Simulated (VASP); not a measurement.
# Si5W2 in VASP: single point with PBE

Aim: the single point of Si5W2 with PBE.

Program: VASP 6.6.1. These are calculated values, not measurements. Logs are shortened: lines on timing, memory, paths and dates and some standing lists are left out, and cuts for length are marked.

### Step 1. The cell of the first run

The cell holds a slab with vacuum, 7 atoms: a = 3.229 Å, b = 3.229 Å, c = 21.937 Å, α = 90.00°, β = 90.00°, γ = 90.00°.

### Step 2. Single point, PBE

File INCAR:

```
ALGO = Normal
DIPOL = 0.5 0.5 0.362
EDIFF = 1E-7
ENCUT = 520
GGA = PE
IDIPOL = 3
ISIF = 2
ISMEAR = 0
LASPH = T
LCHARG = F
LDIPOL = T
LREAL = F
LWAVE = F
NBANDS = 33
NELM = 100
PREC = Accurate
SIGMA = 0.1
```

File KPOINTS:

```
k-points
0
Gamma
  8 8 1
```

File POSCAR:

```
Si5W2
1.0
    3.2292919635      0.0000000000      0.0000000000
    0.0000000000      3.2292919635      0.0000000000
    0.0000000000      0.0000000000     21.9372962601
Si W
5 2
Direct
    0.0000000000      0.0000000000      0.1823378758
    0.0000000000      0.0000000000      0.3009901014
    0.5000000000      0.5000000000      0.3590107496
    0.5000000000      0.5000000000      0.4757786072
    0.5000000000      1.0000000000      0.5561867119
    0.5000000000      0.5000000000      0.2416639886
    0.0000000000      0.0000000000      0.4178382285
```

Potentials or basis: VASP PAW PBE potentials, release 64 (Si, W_sv).

Launch:

```bash
cat potpaw_PBE.64/Si/POTCAR potpaw_PBE.64/W_sv/POTCAR > POTCAR
mpirun -np 1 vasp_std > vasp.out
```

OUTCAR:

```text
EDIFF = 1E-7
   ENCUT = 520
   GGA = PE
   ISIF = 2
   ISMEAR = 0
   LASPH = T
   LREAL = F
   NELM = 100
   PREC = Accurate

 ion  position               nearest neighbor table
   1  0.000  0.000  0.182-   2 2.60   6 2.63   6 2.63   6 2.63   6 2.63
   2  0.000  0.000  0.301-   7 2.56   1 2.60   3 2.61   3 2.61   3 2.61   3 2.61   6 2.63   6 2.63
                             6 2.63   6 2.63
   3  0.500  0.500  0.359-   4 2.56   6 2.57   2 2.61   2 2.61   2 2.61   2 2.61   7 2.62   7 2.62
                             7 2.62   7 2.62
   4  0.500  0.500  0.476-   5 2.39   5 2.39   3 2.56   7 2.61   7 2.61   7 2.61   7 2.61
   5  0.500  0.000  0.556-   4 2.39   4 2.39
   6  0.500  0.500  0.242-   3 2.57   2 2.63   2 2.63   2 2.63   2 2.63   1 2.63   1 2.63   1 2.63
                             1 2.63
   7  0.000  0.000  0.418-   2 2.56   4 2.61   4 2.61   4 2.61   4 2.61   3 2.62   3 2.62   3 2.62
                             3 2.62

  LATTYP: Found a simple tetragonal cell.
 ALAT       =     3.2292919635
 C/A-ratio  =     6.7932217056

  Lattice vectors:

 A1 = (   3.2292919635,   0.0000000000,   0.0000000000)
 A2 = (   0.0000000000,   3.2292919635,   0.0000000000)
 A3 = (   0.0000000000,   0.0000000000,  21.9372962601)

Analysis of symmetry for initial positions (statically):
=====================================================================
 Subroutine PRICEL returns:
 Original cell was already a primitive cell.

 Routine SETGRP: Setting up the symmetry group for a
 simple tetragonal supercell.

 Subroutine GETGRP returns: Found  4 space group operations
 (whereof  4 operations were pure point group operations)
 out of a pool of 16 trial point group operations.

The static configuration has the point symmetry C_2v.

Analysis of symmetry for dynamics (positions and initial velocities):
=====================================================================
 Subroutine PRICEL returns:
 Original cell was already a primitive cell.

 Routine SETGRP: Setting up the symmetry group for a
 simple tetragonal supercell.

 Subroutine GETGRP returns: Found  4 space group operations
 (whereof  4 operations were pure point group operations)
 out of a pool of 16 trial point group operations.

The dynamic configuration has the point symmetry C_2v.

 Subroutine INISYM returns: Found  4 space group operations
 (whereof  4 operations are pure point group operations),
 and found     1 'primitive' translations

----------------------------------------------------------------------------------------

                                     Primitive cell

  volume of cell :     228.7693

  direct lattice vectors                    reciprocal lattice vectors
     3.229291964  0.000000000  0.000000000     0.309665404  0.000000000  0.000000000
     0.000000000  3.229291964  0.000000000     0.000000000  0.309665404  0.000000000
     0.000000000  0.000000000 21.937296260     0.000000000  0.000000000  0.045584469

  length of vectors
     3.229291964  3.229291964 21.937296260     0.309665404  0.309665404  0.045584469

  position of ions in fractional coordinates (direct lattice)
     0.000000000  0.000000000  0.182337876
     0.000000000  0.000000000  0.300990101
     0.500000000  0.500000000  0.359010750
     0.500000000  0.500000000  0.475778607
     0.500000000  0.000000000  0.556186712
     0.500000000  0.500000000  0.241663989
     0.000000000  0.000000000  0.417838229

  ion indices of the primitive-cell ions
   primitive index   ion index
                 1           1
                 2           2
                 3           3
                 4           4
                 5           5
                 6           6
                 7           7

----------------------------------------------------------------------------------------

 KPOINTS: k-points

Automatic generation of k-mesh.
 Grid dimensions read from file:
 generate k-points for:    8    8    1

 Generating k-lattice:

  Cartesian coordinates                     Fractional coordinates (reciprocal lattice)
     0.038708175  0.000000000  0.000000000     0.125000000  0.000000000  0.000000000
     0.000000000  0.038708175  0.000000000     0.000000000  0.125000000  0.000000000
     0.000000000  0.000000000  0.045584469     0.000000000  0.000000000  1.000000000

  Length of vectors
     0.038708175  0.038708175  0.045584469

  Shift w.r.t. Gamma in fractional coordinates (k-lattice)
     0.000000000  0.000000000  0.000000000

 Subroutine IBZKPT returns following result:
 ===========================================

 Found     25 irreducible k-points:

 Following reciprocal coordinates:
            Coordinates               Weight
  0.000000  0.000000  0.000000      1.000000
  0.125000  0.000000  0.000000      2.000000
  0.000000  0.125000  0.000000      2.000000
  0.250000  0.000000  0.000000      2.000000
  0.000000  0.250000  0.000000      2.000000
  0.375000  0.000000  0.000000      2.000000
[... 16 lines left out ...]
  0.500000  0.375000  0.000000      2.000000
 -0.375000  0.500000  0.000000      2.000000
   k-points           NKPTS =     25   k-points in BZ     NKDIM =     25   number of bands    NBANDS=     33
   number of dos      NEDOS =    301   number of ions     NIONS =      7
   total plane-waves  NPLWV =  96768
   dimension x,y,z NGX =    24 NGY =   24 NGZ =  168
   dimension x,y,z NGXF=    48 NGYF=   48 NGZF=  336
   ions per type =               5   2
   NGX,Y,Z   is equivalent  to a cutoff of  12.36, 12.36, 12.73 a.u.
   NGXF,Y,Z  is equivalent  to a cutoff of  24.71, 24.71, 25.46 a.u.
 SYSTEM =  unknown system
   PREC   = accura    normal or accurate (medium, high low for compatibility)
   ISTART =      0    job   : 0-new  1-cont  2-samecut
   ICHARG =      2    charge: 1-file 2-atom 10-const
   ISPIN  =      1    spin polarized calculation?
   LNONCOLLINEAR =      F non collinear calculations
   LSORBIT =      F    spin-orbit coupling
   LASPH  =      T    aspherical Exc in radial PAW
   ENCUT  =  520.0 eV  38.22 Ry    6.18 a.u.   6.00  6.00 40.79*2*pi/ulx,y,z
   NELM   =    100;   NELMIN=  2; NELMDL= -5     # of ELM steps
   EDIFF  = 0.1E-06   stopping-criterion for ELM
   LREAL  =      F    real-space projection
   EDIFFG = 0.1E-05   stopping-criterion for IOM
   NSW    =      0    number of steps for IOM
   IBRION =     -1    ionic relax: 0-MD 1-quasi-New 2-CG
   NFREE  =      0    steps in history (QN), initial steepest desc. (CG)
   ISIF   =      2    stress and relaxation
   ISYM   =      2    0-nonsym 1-usesym 2-fastsym
   POTIM  = 0.5000    time-step for ionic-motion
   TEBEG  =    0.0;   TEEND  =   0.0 temperature during run
   PSTRESS=    0.0 pullay stress
   NELECT =      48.0000    total number of electrons
   NUPDOWN=      -1.0000    fix difference up-down
   EMIN   =  10.00;   EMAX   =-10.00  energy-range for DOS
   EFERMI =   0.00;   METHOD = LEGACY
   ISMEAR =     0;   SIGMA  =   0.10  broadening in eV -4-tet -1-fermi 0-gaus
   EFERMI_NEDOS =   21; number of points for ismear=-14 and -15
   IALGO  =     38    algorithm
   IMIX   =      4    mixing-type and parameters
     AMIX     =   0.40;   BMIX     =  1.00
     AMIX_MAG =   1.60;   BMIX_MAG =  1.00
  volume/ion in A,a.u.               =      32.68       220.54
  Fermi-wavevector in a.u.,A,eV,Ry     =   0.972798  1.838322 12.875682  0.946336
  Thomas-Fermi vector in A             =   2.103126
   LORBIT       =      0    0 simple, 1 ext, 2 COOP (PROOUT), +10 PAW based schemes
   GGA     = PE    functional components
   LHFCALC =     F    Hartree Fock is set to
   AEXX    =    0.0000 exact exchange contribution
   IVDW    =     0    specifies the selected vdW correction
   LEPSILON=     F    determine dielectric tensor
   LRPA    =     F    only Hartree local field effects (RPA)
 non-spin polarized calculation
 Gauss-broadening in eV      SIGMA  =   0.10
  energy-cutoff  :      520.00
  volume of cell :      228.77
 maximum number of plane-waves:      6214
   NGX = 13   NGY = 13   NGZ = 81

 dipolmoment           0.000000      0.000000     -0.000453 electrons x Angstroem

 number of electron      47.9999998 magnetization

 dipolmoment           0.000000      0.000000      0.005100 electrons x Angstroem

 Free energy of the ion-electron system (eV)
  ---------------------------------------------------
  ext. energy  EPLUGINS =         0.00000000
  ---------------------------------------------------
  free energy    TOTEN  =       -51.49040709 eV

  energy without entropy =      -51.47021090  energy(sigma->0) =      -51.48030899

 E-fermi :   2.1546     XC(G=0):  -6.2151

 val. band max:        2.1452462720   @ k =  -0.1250   0.5000   0.0000
 cond. band min:       2.1750612305   @ k =   0.0000   0.3750   0.0000
 fundamental gap:      0.0298149585
 Fermi energy:         2.1546489914

 k-point     1 :       0.0000    0.0000    0.0000
  band No.  band energies     occupation
      1     -71.6071      2.00000
      2     -71.5335      2.00000
      3     -35.8607      2.00000
      4     -35.8411      2.00000
      5     -35.8248      2.00000
      6     -35.7912      2.00000
[... 25 lines left out ...]
     32       6.0006      0.00000
     33       6.1490      0.00000

 k-point     2 :       0.1250    0.0000    0.0000
  band No.  band energies     occupation
      1     -71.6061      2.00000
      2     -71.5325      2.00000
      3     -35.8579      2.00000
      4     -35.8553      2.00000
      5     -35.8376      2.00000
      6     -35.7879      2.00000
[... 25 lines left out ...]
     32       6.3477      0.00000
     33       6.5475      0.00000
[... 754 lines left out ...]
     32       5.4563      0.00000
     33       5.6255      0.00000

 k-point    24 :      -0.3750    0.5000    0.0000
  band No.  band energies     occupation
      1     -71.5942      2.00000
      2     -71.5208      2.00000
      3     -36.0402      2.00000
      4     -35.9725      2.00000
      5     -35.9172      2.00000
      6     -35.8903      2.00000
[... 25 lines left out ...]
     32       5.5155      0.00000
     33       5.6315      0.00000

 [... further k-points ...]

------------------------ aborting loop because EDIFF is reached ----------------------------------------

 vacuum level on the upper side and lower side of the slab       (xc-potential included)        -0.071        -0.127

  FORCE on cell =-STRESS in cart. coord.  units (eV):
  Direction    XX          YY          ZZ          XY          YZ          ZX
  --------------------------------------------------------------------------------------
  -------------------------------------------------------------------------------------
  Total       -2.4426422     -0.0240860     -0.1036228      0.0000000      0.0000000      0.0000000
  in kB      -17.1069551     -0.1686851     -0.7257184      0.0000000      0.0000000      0.0000000
  external PRESSURE =      -6.0004529 kB  Pullay stress =       0.0000000 kB

 VOLUME and BASIS-vectors are now :
 -----------------------------------------------------------------------------
  energy-cutoff  :      520.00
  volume of cell :      228.77
      direct lattice vectors                 reciprocal lattice vectors
     3.229291964  0.000000000  0.000000000     0.309665404  0.000000000  0.000000000
     0.000000000  3.229291964  0.000000000     0.000000000  0.309665404  0.000000000
     0.000000000  0.000000000 21.937296260     0.000000000  0.000000000  0.045584469

 POSITION                                       TOTAL-FORCE (eV/Angst)
 -----------------------------------------------------------------------------------
      0.00000      0.00000      4.00000         0.000000      0.000000      0.322463
      0.00000      0.00000      6.60291         0.000000      0.000000     -0.476548
      1.61465      1.61465      7.87573         0.000000      0.000000     -0.288628
      1.61465      1.61465     10.43730         0.000000      0.000000     -0.055772
      1.61465      0.00000     12.20123         0.000000      0.000000     -0.009734
      1.61465      1.61465      5.30145         0.000000      0.000000     -0.026114
      0.00000      0.00000      9.16624         0.000000      0.000000      0.534332
 -----------------------------------------------------------------------------------
    total drift:                                0.000000     -0.000000     -0.000256

  FREE ENERGIE OF THE ION-ELECTRON SYSTEM (eV)
  ---------------------------------------------------
  free  energy   TOTEN  =       -51.4904070873 eV

  energy  without entropy=      -51.4702108971  energy(sigma->0) =      -51.48030899

 vacuum level on the upper side and lower side of the slab         6.718         6.650
```

It took 4.3 min on 1 thread of Intel Xeon Platinum 8488C (Sapphire Rapids), shared host; peak memory 0.39 GiB.

Results:

```yaml
Free_energy: -51.4904 eV
Largest_force: 0.534 eV/Å
Band_gap_on_the_k_mesh: zero (band 24 reaches 2.85 eV, above the bottom of band 25 at 2.08 eV)
```

Forces in eV/Å, atoms in the order of the input:
```
Si   0.000  0.000  0.322
Si   0.000  0.000 -0.477
Si   0.000  0.000 -0.289
Si   0.000  0.000 -0.056
Si   0.000  0.000 -0.010
W    0.000  0.000 -0.026
W    0.000  0.000  0.534
```

Levels at points of the mesh, in eV from the Fermi level:
```tsv
k point	band 20	band 21	band 22	band 23	band 24	band 25	band 26	band 27	band 28	band 29
(0.00, 0.00, 0.00)	-0.84	-0.73	-0.04	0.44	0.69	0.76	0.99	1.06	2.14	2.39
(0.50, 0.00, 0.00)	-2.36	-1.88	-0.52	-0.38	-0.19	-0.07	-0.06	2.18	2.77	2.88
(0.00, 0.50, 0.00)	-2.36	-2.08	-1.88	-0.25	-0.21	-0.07	2.00	2.51	2.91	3.03
(0.50, 0.50, 0.00)	-2.59	-2.34	-1.95	-1.85	-1.51	0.06	1.65	2.00	2.02	2.80
```

Caveat: spin-orbit coupling is left out, which moves the levels of the heavy elements.
